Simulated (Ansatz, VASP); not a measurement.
**C in VASP and in Ansatz**

```xyz
2
Lattice="0.0000 1.7801 1.7801 1.7801 0.0000 1.7801 1.7801 1.7801 0.0000" Properties=species:S:1:pos:R:3 pbc="T T T"
C     0.0000    0.0000    0.0000
C     0.8901    0.8901    0.8901
```

Alike in both runs: task single point; functional PBE; k mesh 12 × 12 × 12; occupations fermi-dirac, width 0.02 eV; no spin polarisation.

```csv
,VASP,Ansatz
version,VASP 6.6.1,Ansatz 0.2.0
potentials or method,"VASP PAW PBE potentials, release 64 (C)","plane waves, PAW"
plane-wave cutoff (eV),520,420
valence electrons in the cell,8,8
```

```csv
,VASP,Ansatz,Ansatz less VASP
gap on the k mesh at the Fermi level (eV),4.17,4.17,+0.007
pressure (GPa),4.9,4.2,-0.70
```

With one functional, cell and mesh, what is left measures potentials, basis and numerics.
